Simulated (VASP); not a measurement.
Runs of VASP 6.6.1 on Ge. The structure is that of space group Fd-3m (No. 227), or close to it. The cells are those of the table. 

```tsv
level	cell	k mesh	gap on the mesh (eV)	pressure (GPa)
PBE	a = 4.012 Å, angles 60.0°, 2 atoms	8 × 8 × 8	none	(b)
r2SCAN	a = 3.971 Å, angles 60.0°, 2 atoms	6 × 6 × 6	(d)	2.3
PBE	a = 4.033 Å, angles 60.0°, 2 atoms	6 × 6 × 6	none	1.9
PBE	a = 3.991 Å, angles 60.0°, 2 atoms	6 × 6 × 6	(a)	4.0
r2SCAN	a = 4.012 Å, angles 60.0°, 2 atoms	8 × 8 × 8	0.32	0.0
PBE	a = 4.154 Å, angles 60.0°, 2 atoms	6 × 6 × 6	none	-2.9
r2SCAN	a = 4.091 Å, angles 60.0°, 2 atoms	6 × 6 × 6	none	-3.4
PBE	a = 4.114 Å, angles 60.0°, 2 atoms	6 × 6 × 6	none	-1.5
r2SCAN	a = 3.930 Å, angles 60.0°, 2 atoms	6 × 6 × 6	(c)	5.2
r2SCAN	a = 4.012 Å, angles 60.0°, 2 atoms	6 × 6 × 6	0.32	0.0
r2SCAN	a = 4.052 Å, angles 60.0°, 2 atoms	6 × 6 × 6	0.04	-1.9
PBE	a = 4.074 Å, angles 60.0°, 2 atoms	6 × 6 × 6	none	0.0
```

Alike in all rows: task single point; potentials or basis VASP PAW PBE potentials, release 64 (Ge_d); no spin polarisation; cutoff (eV) 520; smearing fermi-dirac 0.02 eV.

**Question.** Fill in the values left out.

**Answer.** (a) 0.10; (b) 2.9; (c) 0.63; (d) 0.52.

Caveats: the PAW data sets were made with another functional, which shifts forces and pressure a little (some runs).

A k mesh can miss the band edges, and the runs leave out spin-orbit coupling on Ge.

A gap of «none» marks levels without a gap at the run's occupations.
